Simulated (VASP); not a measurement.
Al7Ir:

```xyz
8
Lattice="0.0000 3.8745 3.8745 3.8745 0.0000 3.8745 3.8745 3.8745 0.0000" Properties=species:S:1:pos:R:3 pbc="T T T"
Al    3.8745    3.8745    3.8745
Al    0.0000    1.9373    1.9373
Al    1.9373    3.8745    1.9373
Al    3.8745    1.9373    1.9373
Al    1.9373    0.0000    1.9373
Al    1.9373    1.9373    3.8745
Al    1.9373    1.9373    0.0000
Ir    0.0000    0.0000    0.0000
```

- Program: VASP 6.6.1
- Task: relaxation of cell and atoms
- Functional: PBE
- Potentials or basis: VASP PAW PBE potentials, release 64 (Al, Ir)
- Cutoff: 600 eV
- k mesh: 4 × 4 × 4
- Occupations: gaussian, width 0.1 eV
- Spin: no spin polarisation

At the start: pressure 7.0 GPa; volume 14.54 Å³/atom.

Question: How do energy, volume and symmetry change on relaxing?

Answer: Over 3 steps the energy falls by 16.5 meV/atom and the volume is 15.34 Å³/atom (+5.5 %); space group Fm-3m (No. 225, to 0.05 Å).

The path:
| step | energy change (eV) | largest force (eV/Å) | pressure (GPa) | volume (Å³) |
| --- | --- | --- | --- | --- |
| 1 | 0.0000 | 0.0000 | 7.01 | 116.33 |
| 2 | -0.0720 | 0.0000 | -4.00 | 127.37 |
| 3 | -0.1323 | 0.0000 | 0.03 | 122.71 |

Final structure:
```cif
data_structure
_symmetry_space_group_name_H-M 'P 1'
_symmetry_Int_Tables_number 1
_cell_length_a 5.5778
_cell_length_b 5.5778
_cell_length_c 5.5778
_cell_angle_alpha 60.000
_cell_angle_beta 60.000
_cell_angle_gamma 60.000
_cell_volume 122.71
loop_
_atom_site_label
_atom_site_type_symbol
_atom_site_fract_x
_atom_site_fract_y
_atom_site_fract_z
_atom_site_occupancy
Al1 Al 0.50000 0.50000 0.50000 1
Al2 Al 0.50000 0.00000 0.00000 1
Al3 Al 0.50000 0.00000 0.50000 1
Al4 Al 0.00000 0.50000 0.50000 1
Al5 Al 0.00000 0.50000 0.00000 1
Al6 Al 0.50000 0.50000 0.00000 1
Al7 Al 0.00000 0.00000 0.50000 1
Ir1 Ir 0.00000 0.00000 0.00000 1
```
